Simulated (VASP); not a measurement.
Set up this calculation in VASP 6.6.1, as the native input.

```yaml
Task: single point
Functional: PBE
Potentials_or_basis: VASP PAW PBE potentials, release 64 (Ti_sv, Al)
Cutoff: 520 eV
k_mesh: 18 × 18 × 10
Occupations: gaussian, width 0.15 eV
Spin: no spin polarisation
Dipole_correction: no
Further_INCAR_settings: ALGO = Fast; EDIFF = 1e-07; NBANDS = 14
```

The structure of TiAl lies in POSCAR:

```
TiAl
1.0
    2.9890000000      0.0000000000      0.0000000000
   -1.4945000000      2.5885499319      0.0000000000
    0.0000000000      0.0000000000      4.3695000000
Ti Al
1 1
Direct
    0.0000000000      0.0000000000      0.0000000000
    0.3333333333      0.6666666667      0.5000000000
```

The input as run:

INCAR

```
PREC = Accurate
ENCUT = 520
EDIFF = 1E-7
ISMEAR = 0
SIGMA = 0.15
LREAL = F
LASPH = T
NELM = 100
ALGO = Fast
ISIF = 2
LWAVE = F
LCHARG = T
GGA = PE
LELF = T
LVHAR = T
NBANDS = 14
```

KPOINTS

```
regular mesh
0
Gamma
  18 18 10
```

Potentials or basis: VASP PAW PBE potentials, release 64 (Ti_sv, Al).

The run is started by

```console
$ cat potpaw_PBE.64/Ti_sv/POTCAR potpaw_PBE.64/Al/POTCAR > POTCAR
$ mpirun -np 1 vasp_std > vasp.out
```

Results of the run:

The pressure is 0.5 GPa.

Run time: 2.5 min on 1 thread of Intel(R) Xeon(R) Platinum 8259CL CPU @ 2.50GHz (Skylake/Cascade Lake) (shared host), peak memory 0.23 GiB.
